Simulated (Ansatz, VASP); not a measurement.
# Al2O5 in VASP and in Ansatz

```
CELL_PARAMETERS angstrom
5.19632 -1.50985 -0.93415
5.19632 1.50985 -0.93415
-5.59630 0.00000 6.56856
ATOMIC_POSITIONS crystal
Al 0.40797 0.40797 0.68253
Al 0.59203 0.59203 0.31747
O 0.62325 0.62325 0.00769
O 0.37675 0.37675 0.99231
O 0.00000 0.00000 0.00000
O 0.12870 0.12870 0.45577
O 0.87130 0.87130 0.54423
```

Alike in both runs: functional PBE; k mesh 10 × 10 × 6; occupations gaussian, width 0.02 eV; no spin polarisation.

Ansatz relaxed the structure, and its values are those at the end. VASP's run is a single point on that final structure, the one shown.

|  | VASP | Ansatz |
| --- | --- | --- |
| version | VASP 6.6.1 | Ansatz 0.2.0 |
| potentials or method | VASP PAW PBE potentials, release 64 (Al, O), cutoff 520 eV | scalar-relativistic, plane waves, PAW |
| valence electrons in the cell | 36 | 36 |

```tsv
	VASP	Ansatz	Ansatz less VASP
gap on the k mesh at the Fermi level (eV)	0.61	0.62	+0.004
least direct gap on the mesh (eV)	0.76	0.76	+0.006
pressure (GPa)	0.0	0.0	-0.01
rms of the force components (eV/Å)	0.009	0.001	-0.0074
```
